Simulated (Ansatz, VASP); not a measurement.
**Two plane-wave programs on Al9N**

Contents of INCAR:

```
SYSTEM = Al9N
PREC = Accurate
ENCUT = 520
EDIFF = 1E-6
ISMEAR = 0
SIGMA = 0.1
LREAL = .FALSE.
LASPH = .TRUE.
NELM = 80
ALGO = Normal
ISIF = 2
LWAVE = .FALSE.
LCHARG = .FALSE.
LDIPOL = .TRUE.
IDIPOL = 3
DIPOL = 0.5 0.5 0.499
GGA = PS
NBANDS = 27
```

The input KPOINTS:

```
Automatic mesh
0
G
  12 12 1
  0 0 0
```

Contents of POSCAR:

```
Al9N
1.0
    2.8362844918      0.0000000000      0.0000000000
   -1.4181422459      2.4562944222      0.0000000000
    0.0000000000      0.0000000000     37.6442989108
Al N
9 1
Direct
    0.3333333333      0.6666666666      0.2257978033
    0.0000000000      0.0000000000      0.2877072406
    0.6666666667      0.3333333333      0.3496166779
    0.0000000000      0.0000000000      0.4115261153
    0.3333333333      0.6666666666      0.4729161237
    0.0000000000      0.0000000000      0.5342805556
    0.6666666667      0.3333333333      0.5966221375
    0.0000000000      0.0000000000      0.6583877038
    0.3333333333      0.6666666666      0.7209215701
    0.3333333333      1.1666666666      0.7317009921
```

Input for Ansatz:

```yaml
crystal:
  lattice:
    - [2.8362844918, 0.0, 0.0]
    - [-1.4181422459, 2.4562944222, 0.0]
    - [0.0, 0.0, 37.6442989108]
  atoms:
    - { symbol: Al, position: [0.3333333333, 0.6666666666, 0.2257978033] }
    - { symbol: Al, position: [0.0, 0.0, 0.2877072406] }
    - { symbol: Al, position: [0.6666666667, 0.3333333333, 0.3496166779] }
    - { symbol: Al, position: [0.0, 0.0, 0.4115261153] }
    - { symbol: Al, position: [0.3333333333, 0.6666666666, 0.4729161237] }
    - { symbol: Al, position: [0.0, 0.0, 0.5342805556] }
    - { symbol: Al, position: [0.6666666667, 0.3333333333, 0.5966221375] }
    - { symbol: Al, position: [0.0, 0.0, 0.6583877038] }
    - { symbol: Al, position: [0.3333333333, 0.6666666666, 0.7209215701] }
    - { symbol: "N", position: [0.3333333333, 1.1666666666, 0.7317009921] }
basis:
  ecutwfc: 420
kpoints:
  mp_grid: { grid: [12, 12, 1] }
hamiltonian:
  xc: pbesol
scf:
  occupations: { method: gaussian, width: 0.1 }
output:
  forces: true
  stress: true
  eigenvalues: true
  write_density: true
  write_potential: true
  elf: true
  volumetric_format: npy
efield:
  axis: 3
  dipole_correction: true
  ramp_width: 0.04
```

Alike in both runs: task single point; functional PBEsol; k mesh 12 × 12 × 1; occupations gaussian, width 0.1 eV; no spin polarisation.

```csv
,VASP,Ansatz
version,VASP 6.6.1,Ansatz 0.2.0
potentials or method,"VASP PAW PBE potentials, release 64 (Al, N), cutoff 520 eV","scalar-relativistic, plane waves, PAW"
valence electrons in the cell,32,32
```

```csv
,VASP,Ansatz,Ansatz less VASP
gap on the k mesh at the Fermi level (eV),none,none,-
rms of the force components (eV/Å),1.511,1.460,-0.0513
```

VASP's potentials were made for PBE, not for PBEsol. Atom by atom the forces differ by 0.051 eV/Å (rms over components). A gap of «none» marks a metal or a gap that the smearing closes. Ansatz's warnings: xc potential rough in thin density.
